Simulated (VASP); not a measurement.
# TiO2 in VASP: single point with PBE

Aim: the single point of TiO2 with PBE.

Program: VASP 6.6.1. These are calculated values, not measurements. Logs are shortened: lines on timing, memory, paths and dates and some standing lists are left out, and cuts for length are marked.

### 1 The cell of the first run

The cell holds a wire or tube with vacuum around it, 12 atoms: a = 18.500 Å, b = 11.200 Å, c = 2.970 Å, α = 90.00°, β = 90.00°, γ = 90.00°.

### 2 Single point, PBE, collinear spin

The input, INCAR:

```
PREC = Accurate ; ENCUT = 520
EDIFF = 1E-6 ; ISMEAR = 0
SIGMA = 0.05 ; LREAL = False
LASPH = True ; NELM = 200
ALGO = Normal ; ISIF = 2
LWAVE = False ; LCHARG = False
ISPIN = 2 ; MAGMOM = 1 0 0 1 1 0 0 0 0 0 0 1
LORBIT = 11 ; LMAXMIX = 4
GGA = PE ; NBANDS = 64
GGA_COMPAT = False ; KPAR = 4
```

The input, KPOINTS:

```
regular mesh
0
Gamma
  1 1 18
```

The input, POSCAR:

```
TiO2
1.0
   18.5000000000      0.0000000000      0.0000000000
    0.0000000000     11.2000000000      0.0000000000
    0.0000000000      0.0000000000      2.9700315782
Ti O
4 8
Direct
    0.2926395493      0.5265508716      0.5000000000
    0.4272672657      0.4803287848      0.0000000000
    0.5727327343      0.5196712152      0.5000000000
    0.7073604507      0.4734491284      0.0000000000
    0.2433140051      0.5792876045      0.0000000000
    0.3836116638      0.5898007332      0.5000000000
    0.5243938647      0.5884337946      0.0000000000
    0.6636103456      0.5863160859      0.5000000000
    0.3363896544      0.4136839141      0.0000000000
    0.4756061353      0.4115662054      0.5000000000
    0.6163883362      0.4101992668      0.0000000000
    0.7566859949      0.4207123955      0.5000000000
```

Potentials or basis: VASP PAW PBE potentials, release 64 (Ti_sv, O).

Run with:

```sh
$ cat potpaw_PBE.64/Ti_sv/POTCAR potpaw_PBE.64/O/POTCAR > POTCAR
$ mpirun -np 4 vasp_std > vasp.out
```

OUTCAR:

```text
PREC = Accurate
   ENCUT = 520
   EDIFF = 1E-6
   ISMEAR = 0
   LREAL = False
   LASPH = True
   NELM = 200
   ISIF = 2
   ISPIN = 2
   LORBIT = 11
   GGA = PE

 ion  position               nearest neighbor table
   1  0.293  0.527  0.500-   6 1.83   5 1.84   5 1.84   9 2.11   9 2.11
   2  0.427  0.480  0.000-   9 1.84  10 1.90  10 1.90   6 2.09   6 2.09   7 2.17
   3  0.573  0.520  0.500-   8 1.84   7 1.90   7 1.90  11 2.09  11 2.09  10 2.17
   4  0.707  0.473  0.000-  11 1.83  12 1.84  12 1.84   8 2.11   8 2.11
   5  0.243  0.579  0.000-   1 1.84   1 1.84
   6  0.384  0.590  0.500-   1 1.83   2 2.09   2 2.09
   7  0.524  0.588  0.000-   3 1.90   3 1.90   2 2.17
   8  0.664  0.586  0.500-   3 1.84   4 2.11   4 2.11
   9  0.336  0.414  0.000-   2 1.84   1 2.11   1 2.11
  10  0.476  0.412  0.500-   2 1.90   2 1.90   3 2.17
  11  0.616  0.410  0.000-   4 1.83   3 2.09   3 2.09
  12  0.757  0.421  0.500-   4 1.84   4 1.84

  LATTYP: Found a simple orthorhombic cell.
 ALAT       =     2.9700315782
 B/A-ratio  =     3.7710036763
 C/A-ratio  =     6.2288900010

  Lattice vectors:

 A1 = (   0.0000000000,   0.0000000000,  -2.9700315782)
 A2 = (   0.0000000000,  11.2000000000,   0.0000000000)
 A3 = (  18.5000000000,   0.0000000000,   0.0000000000)

Analysis of symmetry for initial positions (statically):
=====================================================================
 Subroutine PRICEL returns:
 Original cell was already a primitive cell.

 Routine SETGRP: Setting up the symmetry group for a
 simple orthorhombic supercell.

 Subroutine GETGRP returns: Found  4 space group operations
 (whereof  2 operations were pure point group operations)
 out of a pool of  8 trial point group operations.

The static configuration has the point symmetry C_1h.
 The point group associated with its full space group is C_2h.

Analysis of symmetry for dynamics (positions and initial velocities):
=====================================================================
 Subroutine PRICEL returns:
 Original cell was already a primitive cell.

 Routine SETGRP: Setting up the symmetry group for a
 simple orthorhombic supercell.

 Subroutine GETGRP returns: Found  4 space group operations
 (whereof  2 operations were pure point group operations)
 out of a pool of  8 trial point group operations.

The dynamic configuration has the point symmetry C_1h.
 The point group associated with its full space group is C_2h.

Analysis of structural, dynamic, and magnetic symmetry:
=====================================================================
 Subroutine PRICEL returns:
 Original cell was already a primitive cell.

 Routine SETGRP: Setting up the symmetry group for a
 simple orthorhombic supercell.

 Subroutine GETGRP returns: Found  4 space group operations
 (whereof  2 operations were pure point group operations)
 out of a pool of  8 trial point group operations.

The overall configuration has the point symmetry C_1h.
 The point group associated with its full space group is C_2h.

 Subroutine INISYM returns: Found  4 space group operations
 (whereof  2 operations are pure point group operations),
 and found     1 'primitive' translations

----------------------------------------------------------------------------------------

                                     Primitive cell

  volume of cell :     615.3905

  direct lattice vectors                    reciprocal lattice vectors
    18.500000000  0.000000000  0.000000000     0.054054054  0.000000000  0.000000000
     0.000000000 11.200000000  0.000000000     0.000000000  0.089285714  0.000000000
     0.000000000  0.000000000  2.970031578     0.000000000  0.000000000  0.336696757

  length of vectors
    18.500000000 11.200000000  2.970031578     0.054054054  0.089285714  0.336696757

  position of ions in fractional coordinates (direct lattice)
     0.292639549  0.526550872  0.500000000
     0.427267266  0.480328785  0.000000000
     0.572732734  0.519671215  0.500000000
[... 76 lines left out ...]
   LNONCOLLINEAR =      F non collinear calculations
   LSORBIT =      F    spin-orbit coupling
   LASPH  =      T    aspherical Exc in radial PAW
   ENCUT  =  520.0 eV  38.22 Ry    6.18 a.u.  34.40 20.82  5.52*2*pi/ulx,y,z
   NELM   =    200;   NELMIN=  2; NELMDL= -5     # of ELM steps
   EDIFF  = 0.1E-05   stopping-criterion for ELM
   LREAL  =      F    real-space projection
   EDIFFG = 0.1E-04   stopping-criterion for IOM
   NSW    =      0    number of steps for IOM
   IBRION =     -1    ionic relax: 0-MD 1-quasi-New 2-CG
   NFREE  =      0    steps in history (QN), initial steepest desc. (CG)
   ISIF   =      2    stress and relaxation
   ISYM   =      2    0-nonsym 1-usesym 2-fastsym
   POTIM  = 0.5000    time-step for ionic-motion
   TEBEG  =    0.0;   TEEND  =   0.0 temperature during run
   PSTRESS=    0.0 pullay stress
   NELECT =      96.0000    total number of electrons
   NUPDOWN=      -1.0000    fix difference up-down
   EMIN   =  10.00;   EMAX   =-10.00  energy-range for DOS
   EFERMI =   0.00;   METHOD = LEGACY
   ISMEAR =     0;   SIGMA  =   0.05  broadening in eV -4-tet -1-fermi 0-gaus
   EFERMI_NEDOS =   21; number of points for ismear=-14 and -15
   IALGO  =     38    algorithm
   IMIX   =      4    mixing-type and parameters
     AMIX     =   0.40;   BMIX     =  1.00
     AMIX_MAG =   1.60;   BMIX_MAG =  1.00
  volume/ion in A,a.u.               =      51.28       346.07
  Fermi-wavevector in a.u.,A,eV,Ry     =   0.881282  1.665382 10.567076  0.776658
  Thomas-Fermi vector in A             =   2.001757
   LORBIT       =     11    0 simple, 1 ext, 2 COOP (PROOUT), +10 PAW based schemes
   GGA     = PE    functional components
   LHFCALC =     F    Hartree Fock is set to
   AEXX    =    0.0000 exact exchange contribution
   IVDW    =     0    specifies the selected vdW correction
   LEPSILON=     F    determine dielectric tensor
   LRPA    =     F    only Hartree local field effects (RPA)
 spin polarized calculation
 Gauss-broadening in eV      SIGMA  =   0.05
  energy-cutoff  :      520.00
  volume of cell :      615.39
 maximum number of plane-waves:     16687
 NGX is ok and might be reduce to   140
   NGX = 69   NGY = 41   NGZ = 11

 number of electron      95.9999973 magnetization      -0.0002705

 number of electron      95.9999973 magnetization       0.0000520

 Free energy of the ion-electron system (eV)
  ---------------------------------------------------
  ext. energy  EPLUGINS =         0.00000000
  ---------------------------------------------------
  free energy    TOTEN  =      -105.03598929 eV

  energy without entropy =     -105.03598929  energy(sigma->0) =     -105.03598929

 E-fermi :  -5.1191     XC(G=0):  -3.1773

 val. band max:       -5.5017598642   @ k =   0.0000   0.0000   0.1111
 cond. band min:      -2.2355885578   @ k =   0.0000   0.0000   0.1111
 fundamental gap:      3.2661713064
 Fermi energy:        -5.1190980655

 spin component 1

 k-point     1 :       0.0000    0.0000    0.0000
  band No.  band energies     occupation
      1     -61.4833      1.00000
      2     -61.4614      1.00000
      3     -61.1398      1.00000
      4     -61.1397      1.00000
      5     -37.9678      1.00000
      6     -37.8274      1.00000
[... 619 lines left out ...]
     59      -0.6084      0.00000
     60      -0.6084      0.00000
 Fermi energy:        -5.1190980655

 spin component 2

 k-point     1 :       0.0000    0.0000    0.0000
  band No.  band energies     occupation
      1     -61.4833      1.00000
      2     -61.4614      1.00000
      3     -61.1398      1.00000
      4     -61.1397      1.00000
      5     -37.9678      1.00000
      6     -37.8274      1.00000
[... 619 lines left out ...]
     59      -0.6084      0.00000
     60      -0.6084      0.00000
 [bands above 60 left out]

------------------------ aborting loop because EDIFF is reached ----------------------------------------

  FORCE on cell =-STRESS in cart. coord.  units (eV):
  Direction    XX          YY          ZZ          XY          YZ          ZX
  --------------------------------------------------------------------------------------
  -------------------------------------------------------------------------------------
  Total        0.8417090      0.2149712      0.8785591     -0.0087435      0.0000000      0.0000000
  in kB        2.1914005      0.5596803      2.2873402     -0.0227639      0.0000000      0.0000000
  external PRESSURE =       1.6794737 kB  Pullay stress =       0.0000000 kB

 VOLUME and BASIS-vectors are now :
 -----------------------------------------------------------------------------
  energy-cutoff  :      520.00
  volume of cell :      615.39
      direct lattice vectors                 reciprocal lattice vectors
    18.500000000  0.000000000  0.000000000     0.054054054  0.000000000  0.000000000
     0.000000000 11.200000000  0.000000000     0.000000000  0.089285714  0.000000000
     0.000000000  0.000000000  2.970031578     0.000000000  0.000000000  0.336696757

 POSITION                                       TOTAL-FORCE (eV/Angst)
 -----------------------------------------------------------------------------------
      5.41383      5.89737      1.48502        -0.046602     -0.069276      0.000000
      7.90444      5.37968      0.00000         0.022264      0.052942      0.000000
     10.59556      5.82032      1.48502        -0.022264     -0.052942      0.000000
     13.08617      5.30263      0.00000         0.046602      0.069276      0.000000
      4.50131      6.48802      0.00000        -0.080537      0.060572      0.000000
      7.09682      6.60577      1.48502         0.076321      0.065912      0.000000
      9.70129      6.59046      0.00000        -0.051878      0.057915      0.000000
     12.27679      6.56674      1.48502         0.059863      0.067202      0.000000
      6.22321      4.63326      0.00000        -0.059863     -0.067202      0.000000
      8.79871      4.60954      1.48502         0.051878     -0.057915      0.000000
     11.40318      4.59423      0.00000        -0.076321     -0.065912      0.000000
     13.99869      4.71198      1.48502         0.080537     -0.060572      0.000000
 -----------------------------------------------------------------------------------
    total drift:                               -0.000000     -0.000000      0.000000

  FREE ENERGIE OF THE ION-ELECTRON SYSTEM (eV)
  ---------------------------------------------------
  free  energy   TOTEN  =      -105.0359892853 eV

  energy  without entropy=     -105.0359892853  energy(sigma->0) =     -105.03598929

 total charge

# of ion       s       p       d       tot
------------------------------------------
    1        2.223   6.271   1.908  10.402
    2        2.220   6.285   1.822  10.327
    3        2.220   6.285   1.822  10.327
    4        2.223   6.271   1.908  10.402
    5        1.586   3.438   0.000   5.024
    6        1.579   3.445   0.000   5.024
    7        1.579   3.467   0.000   5.046
    8        1.577   3.440   0.000   5.017
    9        1.577   3.440   0.000   5.017
   10        1.579   3.467   0.000   5.046
   11        1.579   3.445   0.000   5.024
   12        1.586   3.438   0.000   5.024
--------------------------------------------------
tot         21.527  52.696   7.460  81.682

 magnetization (x)

# of ion       s       p       d       tot
------------------------------------------
    1       -0.000   0.000   0.000   0.000
    2       -0.000   0.000   0.000   0.000
    3       -0.000   0.000   0.000   0.000
    4       -0.000   0.000   0.000   0.000
    5       -0.000  -0.000   0.000  -0.000
    6       -0.000  -0.000   0.000  -0.000
    7       -0.000  -0.000   0.000  -0.000
    8       -0.000  -0.000   0.000  -0.000
    9       -0.000  -0.000   0.000  -0.000
   10       -0.000  -0.000   0.000  -0.000
   11       -0.000  -0.000   0.000  -0.000
   12       -0.000  -0.000   0.000  -0.000
--------------------------------------------------
tot         -0.000  -0.000   0.000  -0.000
```

Wall time 6 min (4 MPI ranks of Intel Xeon 6975P-C (Granite Rapids), shared host); peak memory 1.2 GiB.

Results:

- Free energy: -105.0360 eV
- Largest force: 0.101 eV/Å
- Band gap on the k mesh: 3.27 eV
- Net moment: 0.00 μB per cell
- Valence electrons inside the program's atomic spheres: Ti 10.40, 10.33 (each value once); O 5.02, 5.05 (each value once)

Forces on the atoms (eV/Å):
```
Ti  -0.047 -0.069  0.000
Ti   0.022  0.053  0.000
Ti  -0.022 -0.053  0.000
Ti   0.047  0.069  0.000
O   -0.081  0.061  0.000
O    0.076  0.066  0.000
O   -0.052  0.058  0.000
O    0.060  0.067  0.000
O   -0.060 -0.067  0.000
O    0.052 -0.058  0.000
O   -0.076 -0.066  0.000
O    0.081 -0.061  0.000
```

Levels at points of the mesh, in eV from the valence-band top:
Spin up:
| k point | band 46 | band 47 | band 48 | band 49 | band 50 | band 51 |
| --- | --- | --- | --- | --- | --- | --- |
| (0.00, 0.00, 0.00) | -0.45 | -0.13 | -0.01 | 3.29 | 3.33 | 3.44 |
| (0.00, 0.00, 0.50) | -0.56 | -0.37 | -0.37 | 3.49 | 3.49 | 3.69 |
Spin down:
| k point | band 45 | band 46 | band 47 | band 48 | band 49 | band 50 | band 51 | band 52 |
| --- | --- | --- | --- | --- | --- | --- | --- | --- |
| (0.00, 0.00, 0.00) | -0.49 | -0.45 | -0.13 | -0.01 | 3.29 | 3.33 | 3.44 | 3.59 |
| (0.00, 0.00, 0.50) | -0.56 | -0.56 | -0.37 | -0.37 | 3.49 | 3.49 | 3.69 | 3.69 |
